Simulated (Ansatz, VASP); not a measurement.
**Two plane-wave programs on LiF**

```
CELL_PARAMETERS angstrom
-1.39199 1.56011 5.01280
1.39199 -1.56011 5.01280
1.39199 1.56011 -5.01280
ATOMIC_POSITIONS crystal
Li 0.55693 0.55693 0.00000
Li 0.81526 0.81526 0.00000
F 0.94619 0.44619 0.50000
F 0.68161 0.18161 0.50000
```

Alike in both runs: task relaxation of cell and atoms; functional PBE; k mesh 12 × 12 × 12; occupations gaussian, width 0.02 eV; no spin polarisation.

```csv
,VASP,Ansatz
version,VASP 6.6.1,Ansatz 0.2.0
potentials or method,"VASP PAW PBE potentials, release 64 (Li_sv, F), cutoff 600 eV","scalar-relativistic, plane waves, PAW"
valence electrons in the cell,20,20
```

|  | VASP | Ansatz | Ansatz less VASP |
| --- | --- | --- | --- |
| gap on the k mesh at the Fermi level, each at its own relaxed structure (eV) | 6.64 | 6.62 | -0.024 |
| relaxed volume (Å³/atom) | 10.80 | 10.91 | +0.105 |
| relaxed cell length with the largest relative difference (Å) | 5.420 | 5.432 | +0.0119 |

Noted on VASP's run: the cutoff is short for stress, so the pressure is rough.
